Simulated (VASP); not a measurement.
A run of VASP 6.6.1 is set up as follows.

File INCAR:

```
SYSTEM = Mo
ALGO = Normal ; EDIFF = 1E-7
ENCUT = 520 ; GGA = RE
ISIF = 2 ; ISMEAR = -1
LASPH = .True. ; LCHARG = .False.
LREAL = .False. ; LWAVE = .False.
NBANDS = 13 ; NELM = 60
PREC = Accurate ; SIGMA = 0.1
```

Contents of KPOINTS:

```
k-points
0
Gamma
  14 14 14
  0 0 0
```

The input POSCAR:

```
Mo
1.0
    0.0000000000      2.0083329440      2.0083329440
    2.0083329440      0.0000000000      2.0083329440
    2.0083329440      2.0083329440      0.0000000000
Mo
1
Direct
    0.0000000000      0.0000000000      0.0000000000
```

Potentials or basis: VASP PAW PBE potentials, release 64 (Mo_sv).

Run with:

```sh
$ cat potpaw_PBE.64/Mo_sv/POTCAR > POTCAR
$ mpirun -np 1 vasp_std > vasp.out
```

Question: What does it give for the pressure?

Answer: 0.4 GPa.

Question: Estimate the band gap on the k mesh.

Answer: Zero (band 7 reaches 15.59 eV, above the bottom of band 8 at 10.98 eV).

Caveat: the PAW data sets were made with another functional, which shifts forces and pressure a little.
